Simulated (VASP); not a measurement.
Input of a VASP 6.6.1 run:

The input POSCAR:

```
Mo
1.0
    2.6944777412      0.0000000000      0.0000000000
   -1.3472388706      2.3334861739      0.0000000000
    0.0000000000      0.0000000000      2.4785252790
Mo
1
Direct
    0.0000000000      0.0000000000      0.5000000000
```

INCAR.step1

```
SYSTEM = Mo
PREC     = Accurate       ! precision mode
ENCUT    = 520            ! plane-wave cutoff, eV
ISMEAR   = 0              ! smearing method
SIGMA    = 0.15           ! smearing width, eV
LREAL    = .FALSE.        ! projectors in reciprocal space
LASPH    = .TRUE.         ! aspherical terms in the spheres
NELM     = 80             ! most SCF steps
NBANDS   = 13             ! bands
GGA      = PE             ! functional
ALGO     = Normal         ! electronic algorithm
EDIFF    = 1E-4           ! SCF threshold, eV
LWAVE    = .TRUE.         ! write WAVECAR
LCHARG   = .FALSE.        ! write CHGCAR
```

INCAR.step2

```
SYSTEM = Mo
PREC     = Accurate       ! precision mode
ENCUT    = 520            ! plane-wave cutoff, eV
EDIFF    = 1E-6           ! SCF threshold, eV
ISMEAR   = 0              ! smearing method
SIGMA    = 0.15           ! smearing width, eV
LREAL    = .FALSE.        ! projectors in reciprocal space
LASPH    = .TRUE.         ! aspherical terms in the spheres
NELM     = 80             ! most SCF steps
ALGO     = Normal         ! electronic algorithm
ISIF     = 2              ! what is computed and relaxed
LWAVE    = .FALSE.        ! write WAVECAR
LCHARG   = .FALSE.        ! write CHGCAR
METAGGA  = R2SCAN         ! meta-GGA
LMIXTAU  = .TRUE.       
NBANDS   = 13             ! bands
ISTART   = 1
```

The input KPOINTS:

```
regular mesh
0
G
  18 18 18
  0 0 0
```

Potentials or basis: VASP PAW PBE potentials, release 64 (Mo_sv).

Launch:

```console
$ cat potpaw_PBE.64/Mo_sv/POTCAR > POTCAR
$ cp INCAR.step1 INCAR
$ mpirun -np 1 vasp_std > vasp.out
$ cp INCAR.step2 INCAR
$ mpirun -np 1 vasp_std > vasp.out
```

Q: What does it give for the band gap on the k mesh?

A: Zero (band 7 reaches 13.58 eV, above the bottom of band 8 at 11.42 eV).

Q: What does it give for the pressure?

A: 17.0 GPa.

Caveat: the cell differs from its parent crystal (strain -0.015 along x and y, -0.030 along z); the PAW data sets were made with another functional, which shifts forces and pressure a little.
